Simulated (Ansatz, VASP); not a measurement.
# One calculation of Ir, two programs

```
Ir
1.0
     4.35022    0.00000    0.00000
    -2.17511    3.76740    0.00000
     0.00000    0.00000    2.68074
Ir
3
Cartesian
  0.0000 0.0000 0.0000
  0.0000 2.5116 1.3404
  2.1751 1.2558 1.3404
```

Alike in both runs: functional r2SCAN; k mesh 12 × 12 × 18; occupations gaussian, width 0.1 eV; no spin polarisation.

Ansatz relaxed the structure, and its values are those at the end. VASP's run is a single point on that final structure, the one shown.

```csv
,VASP,Ansatz
version,VASP 6.6.1,Ansatz 0.2.0
potentials or method,"VASP PAW PBE potentials, release 64 (Ir), cutoff 520 eV","scalar-relativistic, plane waves, PAW"
valence electrons in the cell,27,51
```

Ansatz gave:

```
gap on the k mesh at the Fermi level (eV) : none
pressure (GPa)                            : 0.0
```

Task: What did VASP give for the same quantities?

Result: gap on the k mesh at the Fermi level (eV): none; pressure (GPa): 2.3.

VASP's potentials were made for PBE, not for r2SCAN. A gap of «none» marks a metal or a gap that the smearing closes. VASP's potentials hold 27 valence electrons a cell and Ansatz's 51, so a difference there can come from the potentials and not from the codes.

Neither program's run includes spin-orbit coupling.
